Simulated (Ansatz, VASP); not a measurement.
## One calculation of Pd3PbC, two programs

File INCAR:

```
SYSTEM = Pd3PbC
PREC = Accurate
ENCUT = 600
EDIFF = 1E-7
ISMEAR = 1
SIGMA = 0.1
LREAL = .False.
LASPH = .True.
NELM = 60
ALGO = Normal
ISIF = 3
LWAVE = .False.
LCHARG = .False.
GGA = RE
IVDW = 12
IBRION = 2
NSW = 80
EDIFFG = -0.03
```

KPOINTS

```
regular mesh
0
Gamma
  6 6 6
  0 0 0
```

POSCAR

```
Pd3PbC
1.0
    4.2989450000      0.0000000000      0.0000000000
    0.0000000000      4.2989450000      0.0000000000
    0.0000000000      0.0000000000      4.2989450000
Pd Pb C
3 1 1
Direct
    0.0000000000      0.5000000000      0.5000000000
    0.5000000000      0.5000000000      0.0000000000
    0.5000000000      0.0000000000      0.5000000000
    0.0000000000      0.0000000000      0.0000000000
    0.5000000000      0.5000000000      0.5000000000
```

Input for Ansatz:

```yaml
crystal:
  lattice:
    - [4.298945, 0.0, 0.0]
    - [0.0, 4.298945, 0.0]
    - [0.0, 0.0, 4.298945]
  atoms:
    - { symbol: Pd, position: [0.0, 0.5, 0.5] }
    - { symbol: Pd, position: [0.5, 0.5, 0.0] }
    - { symbol: Pd, position: [0.5, 0.0, 0.5] }
    - { symbol: Pb, position: [0.0, 0.0, 0.0] }
    - { symbol: C, position: [0.5, 0.5, 0.5] }
basis:
  ecutwfc: 450.0
kpoints:
  mp_grid:
    grid: [6, 6, 6]
hamiltonian:
  xc: revpbe
  dispersion: d3bj
scf:
  occupations:
    method: cold
    width: 0.1
relax:
  f_tol: 0.03
  cell: {}
```

Alike in both runs: task relaxation of cell and atoms; functional revPBE; dispersion D3(BJ); k mesh 6 × 6 × 6; no spin polarisation.

|  | VASP | Ansatz |
| --- | --- | --- |
| version | VASP 6.6.1 | Ansatz 0.2.0 |
| potentials or method | VASP PAW PBE potentials, release 64 (Pd, Pb_d, C), cutoff 600 eV | plane waves, PAW |
| occupations | methfessel-paxton of order 1, width 0.1 eV | cold, width 0.1 eV |
| valence electrons in the cell | 48 | 72 |

|  | VASP | Ansatz | Ansatz less VASP |
| --- | --- | --- | --- |
| relaxed volume (Å³/atom) | 14.99 | 14.98 | -0.014 |
| relaxed cell length with the largest relative difference (Å) | 4.216 | 4.215 | -0.0013 |

VASP's potentials were made for PBE, not for revPBE. VASP's potentials hold 48 valence electrons a cell and Ansatz's 72, so a difference there can come from the potentials and not from the codes.

Neither program's run includes spin-orbit coupling.
